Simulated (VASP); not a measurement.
SiC: single point with PBE

SiC:

```
Si C
1.0
     3.07351    0.00000    0.00000
    -1.53676    2.66174    0.00000
     0.00000    0.00000    5.04525
Si C
2 2
Direct
  0.33333 0.66667 0.49960
  0.66667 0.33333 0.99960
  0.33333 0.66667 0.87540
  0.66667 0.33333 0.37738
```

```
Program                : VASP 6.6.1
Task                   : single point
Functional             : PBE
Potentials or basis    : VASP PAW PBE potentials, release 64 (Si, C)
Cutoff                 : 520 eV
k mesh                 : 12 × 12 × 7
Occupations            : fermi-dirac, width 0.02 eV
Spin                   : no spin polarisation
Dipole correction      : no
Further INCAR settings : ALGO = Normal; EDIFF = 1e-07; NBANDS = 16
```

| Item | Value |
| --- | --- |
| Pressure | 3.9 GPa |
| Largest force | 0.241 eV/Å |
| Band gap on the k mesh | 2.30 eV, indirect (least direct gap 3.99 eV) |

Forces in eV/Å, atoms in the order of the input:
```
Si   0.000  0.000  0.093
Si   0.000  0.000  0.088
C    0.000  0.000  0.060
C    0.000  0.000 -0.241
```

Stress tensor (GPa, compression positive):
```
4.12 0.00 0.00
0.00 4.12 0.00
0.00 0.00 3.36
```

Levels at points of the mesh, in eV from the valence-band top:
```tsv
k point	band 4	band 5	band 6	band 7	band 8	band 9	band 10	band 11	band 12	band 13
(0.00, 0.00, 0.00)	-1.31	-1.31	-0.07	0.00	0.00	4.84	6.24	6.69	6.69	7.77
(0.50, 0.00, 0.00)	-6.30	-5.41	-3.32	-3.26	-1.20	2.79	4.25	6.91	7.18	10.04
```

Run time: 38 s on 1 thread of AMD EPYC 9R45 96-Core Processor (Zen 5) (shared host), peak memory 0.16 GiB.

A k mesh can miss the band edges.
